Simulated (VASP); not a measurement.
# Cd2HgS3 (P3m1) in VASP: relaxation of cell and atoms with PBE

Aim: the relaxation of cell and atoms of Cd2HgS3 with PBE.

Everything below comes from runs of VASP 6.6.1. Logs are shortened: lines on timing, memory, paths and dates and some standing lists are left out, and cuts for length are marked.

## (1) The cell of the first run

Symmetry: P3m1, No. 156, trigonal system. The conventional cell has a = 4.208 Å, b = 4.208 Å, c = 10.290 Å, α = 90.00°, β = 90.00°, γ = 120.00°. Within 3.4 Å of Cd (site symmetry 3m) lie 4 S at 2.57 Å. Cd (site symmetry 3m) has 4 S at 2.57 Å within 3.4 Å. Hg (site symmetry 3m) has 4 S at 2.59 Å within 3.4 Å. S (site symmetry 3m) has 1 Cd at 2.57 Å and 3 Hg at 2.59 Å within 3.4 Å. Within 3.4 Å of S (site symmetry 3m) lie 3 Cd at 2.57 Å and 1 Hg at 2.59 Å. S (site symmetry 3m) has 4 Cd at 2.57 Å within 3.4 Å.

## (2) Relaxation of cell and atoms, PBE

The input, INCAR:

```
SYSTEM = Cd2HgS3
PREC = Accurate ; ENCUT = 600
EDIFF = 1E-6 ; ISMEAR = 0
SIGMA = 0.01 ; LREAL = .FALSE.
LASPH = .TRUE. ; NELM = 60
ALGO = Normal ; ISIF = 3
LWAVE = .FALSE. ; LCHARG = .FALSE.
GGA = PE ; IBRION = 2
NSW = 80 ; EDIFFG = -0.001
```

The input, KPOINTS:

```
regular mesh
0
G
  12 12 4
  0 0 0
```

The input, POSCAR:

```
Cd2HgS3
1.0
    4.2083124819      0.0000000000      0.0000000000
   -2.1041562410      3.6445055164      0.0000000000
    0.0000000000      0.0000000000     10.2898583267
Cd Hg S
2 1 3
Direct
    0.0000000000      0.0000000000      0.0016241086
    0.6666666667      0.3333333333      0.3330594962
    0.3333333333      0.6666666667      0.6658967157
    0.0000000000      0.0000000000      0.7520355733
    0.3333333333      0.6666666667      0.4141796963
    0.6666666667      0.3333333333      0.0832044100
```

Potentials or basis: VASP PAW PBE potentials, release 64 (Cd, Hg, S).

Started as:

```bash
> cat potpaw_PBE.64/Cd/POTCAR potpaw_PBE.64/Hg/POTCAR potpaw_PBE.64/S/POTCAR > POTCAR
> mpirun -np 1 vasp_std > vasp.out
```

OUTCAR:

```text
SYSTEM = Cd2HgS3
   PREC = Accurate
   ENCUT = 600
   EDIFF = 1E-6
   ISMEAR = 0
   LREAL = .FALSE.
   LASPH = .TRUE.
   NELM = 60
   ISIF = 3
   GGA = PE
   IBRION = 2
   NSW = 80
   EDIFFG = -0.001

 ion  position               nearest neighbor table
   1  0.000  0.000  0.002-   4 2.57   6 2.57   6 2.57   6 2.57
   2  0.667  0.333  0.333-   5 2.57   5 2.57   5 2.57   6 2.57
   3  0.333  0.667  0.666-   4 2.59   4 2.59   4 2.59   5 2.59
   4  0.000  0.000  0.752-   1 2.57   3 2.59   3 2.59   3 2.59
   5  0.333  0.667  0.414-   2 2.57   2 2.57   2 2.57   3 2.59
   6  0.667  0.333  0.083-   1 2.57   1 2.57   1 2.57   2 2.57

  LATTYP: Found a hexagonal cell.
 ALAT       =     4.2083124819
 C/A-ratio  =     2.4451269650

  Lattice vectors:

 A1 = (   4.2083124819,   0.0000000000,   0.0000000000)
 A2 = (  -2.1041562410,   3.6445055164,   0.0000000000)
 A3 = (   0.0000000000,   0.0000000000,  10.2898583267)

Analysis of symmetry for initial positions (statically):
=====================================================================
 Subroutine PRICEL returns:
 Original cell was already a primitive cell.

 Routine SETGRP: Setting up the symmetry group for a
 hexagonal supercell.

 Subroutine GETGRP returns: Found  6 space group operations
 (whereof  6 operations were pure point group operations)
 out of a pool of 24 trial point group operations.

The static configuration has the point symmetry C_3v.

Analysis of symmetry for dynamics (positions and initial velocities):
=====================================================================
 Subroutine PRICEL returns:
 Original cell was already a primitive cell.

 Routine SETGRP: Setting up the symmetry group for a
 hexagonal supercell.

 Subroutine GETGRP returns: Found  6 space group operations
 (whereof  6 operations were pure point group operations)
 out of a pool of 24 trial point group operations.

The dynamic configuration has the point symmetry C_3v.

 Subroutine INISYM returns: Found  6 space group operations
 (whereof  6 operations are pure point group operations),
 and found     1 'primitive' translations

----------------------------------------------------------------------------------------

                                     Primitive cell

  volume of cell :     157.8178

  direct lattice vectors                    reciprocal lattice vectors
     4.208312482  0.000000000  0.000000000     0.237624940  0.137192823  0.000000000
    -2.104156241  3.644505516  0.000000000     0.000000000  0.274385646  0.000000000
     0.000000000  0.000000000 10.289858327     0.000000000  0.000000000  0.097183068

  length of vectors
     4.208312482  4.208312482 10.289858327     0.274385646  0.274385646  0.097183068

  position of ions in fractional coordinates (direct lattice)
     0.000000000  0.000000000  0.001624109
     0.666666667  0.333333333  0.333059496
     0.333333333  0.666666667  0.665896716
     0.000000000  0.000000000  0.752035573
     0.333333333  0.666666667  0.414179696
     0.666666667  0.333333333  0.083204410

  ion indices of the primitive-cell ions
   primitive index   ion index
                 1           1
                 2           2
                 3           3
                 4           4
                 5           5
                 6           6

----------------------------------------------------------------------------------------

 KPOINTS: regular mesh

Automatic generation of k-mesh.
 Grid dimensions read from file:
 generate k-points for:   12   12    4

 Generating k-lattice:

  Cartesian coordinates                     Fractional coordinates (reciprocal lattice)
     0.019802078  0.011432735  0.000000000     0.083333333  0.000000000  0.000000000
     0.000000000  0.022865470  0.000000000     0.000000000  0.083333333  0.000000000
     0.000000000  0.000000000  0.024295767     0.000000000  0.000000000  0.250000000

  Length of vectors
     0.022865470  0.022865470  0.024295767

  Shift w.r.t. Gamma in fractional coordinates (k-lattice)
     0.000000000  0.000000000  0.000000000

 Subroutine IBZKPT returns following result:
 ===========================================

 Found     69 irreducible k-points:

 Following reciprocal coordinates:
            Coordinates               Weight
  0.000000  0.000000  0.000000      1.000000
  0.083333  0.000000  0.000000      6.000000
  0.166667 -0.000000  0.000000      6.000000
  0.250000 -0.000000  0.000000      6.000000
  0.333333 -0.000000  0.000000      6.000000
  0.416667 -0.000000  0.000000      6.000000
[... 16 lines left out ...]
  0.166667 -0.000000  0.250000      6.000000
  0.000000  0.166667  0.250000      6.000000
 [... further k-points ...]
   k-points           NKPTS =     69   k-points in BZ     NKDIM =     69   number of bands    NBANDS=     32
   number of dos      NEDOS =    301   number of ions     NIONS =      6
   total plane-waves  NPLWV = 108864
   dimension x,y,z NGX =    36 NGY =   36 NGZ =   84
   dimension x,y,z NGXF=    72 NGYF=   72 NGZF=  168
   ions per type =               2   1   3
   NGX,Y,Z   is equivalent  to a cutoff of  14.22, 14.22, 13.57 a.u.
   NGXF,Y,Z  is equivalent  to a cutoff of  28.44, 28.44, 27.14 a.u.
 SYSTEM =  Cd2HgS3
   PREC   = accura    normal or accurate (medium, high low for compatibility)
   ISTART =      0    job   : 0-new  1-cont  2-samecut
   ICHARG =      2    charge: 1-file 2-atom 10-const
   ISPIN  =      1    spin polarized calculation?
   LNONCOLLINEAR =      F non collinear calculations
   LSORBIT =      F    spin-orbit coupling
   LASPH  =      T    aspherical Exc in radial PAW
   ENCUT  =  600.0 eV  44.10 Ry    6.64 a.u.   8.41  8.41 20.55*2*pi/ulx,y,z
   NELM   =     60;   NELMIN=  2; NELMDL= -5     # of ELM steps
   EDIFF  = 0.1E-05   stopping-criterion for ELM
   LREAL  =      F    real-space projection
   EDIFFG = -.1E-02   stopping-criterion for IOM
   NSW    =     80    number of steps for IOM
   IBRION =      2    ionic relax: 0-MD 1-quasi-New 2-CG
   NFREE  =      1    steps in history (QN), initial steepest desc. (CG)
   ISIF   =      3    stress and relaxation
   ISYM   =      2    0-nonsym 1-usesym 2-fastsym
   POTIM  = 0.5000    time-step for ionic-motion
   TEBEG  =    0.0;   TEEND  =   0.0 temperature during run
   PSTRESS=    0.0 pullay stress
   NELECT =      54.0000    total number of electrons
   NUPDOWN=      -1.0000    fix difference up-down
   EMIN   =  10.00;   EMAX   =-10.00  energy-range for DOS
   EFERMI =   0.00;   METHOD = LEGACY
   ISMEAR =     0;   SIGMA  =   0.01  broadening in eV -4-tet -1-fermi 0-gaus
   EFERMI_NEDOS =   21; number of points for ismear=-14 and -15
   IALGO  =     38    algorithm
   IMIX   =      4    mixing-type and parameters
     AMIX     =   0.40;   BMIX     =  1.00
     AMIX_MAG =   1.60;   BMIX_MAG =  1.00
  volume/ion in A,a.u.               =      26.30       177.50
  Fermi-wavevector in a.u.,A,eV,Ry     =   1.145040  2.163812 17.838832  1.311117
  Thomas-Fermi vector in A             =   2.281730
   LORBIT       =      0    0 simple, 1 ext, 2 COOP (PROOUT), +10 PAW based schemes
   GGA     = PE    functional components
   LHFCALC =     F    Hartree Fock is set to
   AEXX    =    0.0000 exact exchange contribution
   IVDW    =     0    specifies the selected vdW correction
   LEPSILON=     F    determine dielectric tensor
   LRPA    =     F    only Hartree local field effects (RPA)
 conjugate gradient relaxation of ions
 non-spin polarized calculation
 Gauss-broadening in eV      SIGMA  =   0.01
  energy-cutoff  :      600.00
  volume of cell :      157.82
 maximum number of plane-waves:      5310
 NGX is ok and might be reduce to    36
   NGX = 17   NGY = 17   NGZ = 41

--------------------------------------- Ionic step        1  -------------------------------------------

 number of electron      54.0000004 magnetization

 Free energy of the ion-electron system (eV)
  ---------------------------------------------------
  ext. energy  EPLUGINS =         0.00000000
  ---------------------------------------------------
  free energy    TOTEN  =       -16.83823812 eV

  energy without entropy =      -16.83823812  energy(sigma->0) =      -16.83823812

------------------------ aborting loop because EDIFF is reached ----------------------------------------

  FORCE on cell =-STRESS in cart. coord.  units (eV):
  Direction    XX          YY          ZZ          XY          YZ          ZX
  --------------------------------------------------------------------------------------
  -------------------------------------------------------------------------------------
  Total        0.2549742      0.2549742      0.2643259     -0.0000000      0.0000000      0.0000000
  in kB        2.5885154      2.5885154      2.6834546     -0.0000000      0.0000000      0.0000000
  external PRESSURE =       2.6201618 kB  Pullay stress =       0.0000000 kB
[... 101 lines left out ...]
  FREE ENERGIE OF THE ION-ELECTRON SYSTEM (eV)
  ---------------------------------------------------
  free  energy   TOTEN  =       -16.8388797055 eV

  energy  without entropy=      -16.8388797055  energy(sigma->0) =      -16.83887971

[... ionic steps 4 to 25 ...]

--------------------------------------- Ionic step       26  -------------------------------------------

 number of electron      54.0000004 magnetization

------------------------ aborting loop because EDIFF is reached ----------------------------------------

  FORCE on cell =-STRESS in cart. coord.  units (eV):
  Direction    XX          YY          ZZ          XY          YZ          ZX
  --------------------------------------------------------------------------------------
  -------------------------------------------------------------------------------------
  Total       -0.0109616     -0.0109616     -0.0119917      0.0000000      0.0000000      0.0000000
  in kB       -0.1107083     -0.1107083     -0.1211120      0.0000000      0.0000000      0.0000000
  external PRESSURE =      -0.1141762 kB  Pullay stress =       0.0000000 kB
[... 65 lines left out ...]
  energy  without entropy=      -16.8388791480  energy(sigma->0) =      -16.83887915

--------------------------------------- Ionic step       28  -------------------------------------------

 number of electron      54.0000004 magnetization

 Free energy of the ion-electron system (eV)
  ---------------------------------------------------
  ext. energy  EPLUGINS =         0.00000000
  ---------------------------------------------------
  free energy    TOTEN  =       -16.83887971 eV

  energy without entropy =      -16.83887971  energy(sigma->0) =      -16.83887971

 E-fermi :   1.1908     XC(G=0):  -8.9164

 val. band max:        1.1341713875   @ k =   0.0000   0.0000   0.0000
 cond. band min:       1.4867662542   @ k =   0.0000   0.0000   0.0000
 fundamental gap:      0.3525948667
 Fermi energy:         1.1908389280

 k-point     1 :       0.0000    0.0000    0.0000
  band No.  band energies     occupation
      1     -11.2617      2.00000
      2     -10.9546      2.00000
      3     -10.8822      2.00000
      4      -6.6205      2.00000
      5      -6.6205      2.00000
      6      -6.5656      2.00000
[... 829 lines left out ...]
     31       6.5023      0.00000
     32       6.8139      0.00000

 [... further k-points ...]
[... 5 lines left out ...]
  --------------------------------------------------------------------------------------
  -------------------------------------------------------------------------------------
  Total       -0.0041055     -0.0041055     -0.0045626      0.0000000      0.0000000      0.0000000
  in kB       -0.0414713     -0.0414713     -0.0460879      0.0000000      0.0000000      0.0000000
  external PRESSURE =      -0.0430101 kB  Pullay stress =       0.0000000 kB
[... 21 lines left out ...]
  FREE ENERGIE OF THE ION-ELECTRON SYSTEM (eV)
  ---------------------------------------------------
  free  energy   TOTEN  =       -16.8388797050 eV

  energy  without entropy=      -16.8388797050  energy(sigma->0) =      -16.83887971

 reached required accuracy - stopping structural energy minimisation
```

Run time: 63 min. Hardware: 1 thread of Oxide Virtual Turin-like, shared host; peak memory 0.59 GiB.

What came out:

* Free energy: -16.8389 eV
* Relaxed volume: 26.44 Å³/atom
* Relaxed cell: a = 4.215 Å, b = 4.215 Å, c = 10.308 Å, α = 90.00°, β = 90.00°, γ = 120.00°
* Space group after relaxing (to 0.1 Å): P3m1 (No. 156)
* Energy gained by relaxing: 0.1 meV/atom
* Ionic steps: 28
* Pressure after relaxing: 0.0 GPa
* Band gap on the k mesh: 0.35 eV

The path:
```csv
step,energy change (eV),largest force (eV/Å),pressure (GPa),volume (Å³)
1,0.0000,0.0026,0.26,157.82
2,-0.0006,0.0017,-0.07,158.80
3,-0.0006,0.0019,0.00,158.60
4,-0.0006,0.0019,0.00,158.61
5,-0.0006,0.0019,-0.02,158.65
6,-0.0006,0.0019,-0.01,158.63
7,-0.0006,0.0013,0.01,158.58
8,-0.0006,0.0015,0.00,158.60
9,-0.0006,0.0019,0.01,158.60
10,-0.0006,0.0019,0.00,158.62
11,-0.0006,0.0022,0.00,158.62
12,-0.0006,0.0022,0.01,158.62
13,-0.0006,0.0023,0.00,158.63
14,-0.0006,0.0019,-0.01,158.63
15,-0.0006,0.0016,-0.01,158.63
16,-0.0006,0.0016,-0.01,158.63
17,-0.0006,0.0017,-0.01,158.62
18,-0.0006,0.0011,-0.01,158.61
19,-0.0006,0.0005,-0.01,158.58
20,-0.0006,0.0021,0.03,158.52
21,-0.0006,0.0008,0.01,158.57
22,-0.0006,0.0009,0.02,158.58
23,-0.0006,0.0007,0.01,158.58
24,-0.0006,0.0003,0.02,158.59
25,-0.0006,0.0003,0.01,158.61
26,-0.0006,0.0004,-0.01,158.64
27,-0.0006,0.0007,-0.01,158.62
28,-0.0006,0.0006,0.00,158.61
```

Final structure:
```
Cd Hg S
1.0
     4.21525    0.00000    0.00000
    -2.10762    3.65051    0.00000
     0.00000    0.00000   10.30758
Cd Hg S
2 1 3
Cartesian
  0.0000 0.0000 0.0169
  2.1076 1.2168 3.4332
  0.0000 2.4337 6.8639
  0.0000 0.0000 7.7513
  0.0000 2.4337 4.2692
  2.1076 1.2168 0.8575
```

Caveat: spin-orbit coupling is left out, which moves the levels of the heavy elements.
